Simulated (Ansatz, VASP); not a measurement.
**LaMoC2 in VASP and in Ansatz**

```
La Mo C
1.0
     3.38663    0.00000    0.00000
     0.00000    3.38663    0.00000
     0.00000    0.00000    5.57141
La Mo C
1 1 2
Direct
  0.50000 0.50000 0.00000
  0.00000 0.00000 0.50000
  0.00000 0.50000 0.34582
  0.50000 0.00000 0.65418
```

Alike in both runs: task relaxation of cell and atoms; functional PBE; k mesh 6 × 6 × 4; occupations gaussian, width 0.1 eV; no spin polarisation.

```csv
,VASP,Ansatz
version,VASP 6.6.1,Ansatz 0.2.0
potentials or method,"VASP PAW PBE potentials, release 64 (La, Mo_sv, C), cutoff 600 eV","scalar-relativistic, plane waves, PAW"
valence electrons in the cell,33,33
```

```csv
,VASP,Ansatz,Ansatz less VASP
"gap on the k mesh at the Fermi level, each at its own relaxed structure (eV)",none,none,-
relaxed volume (Å³/atom),17.51,17.52,+0.010
relaxed length of the cell vector where the two differ most in proportion (Å),5.196,5.215,+0.0185
```

A gap of «none» marks a metal or a gap that the smearing closes.

Neither program's run includes spin-orbit coupling. Noted on VASP's run: too few bands were computed for a metal, which touches its energy and stress.
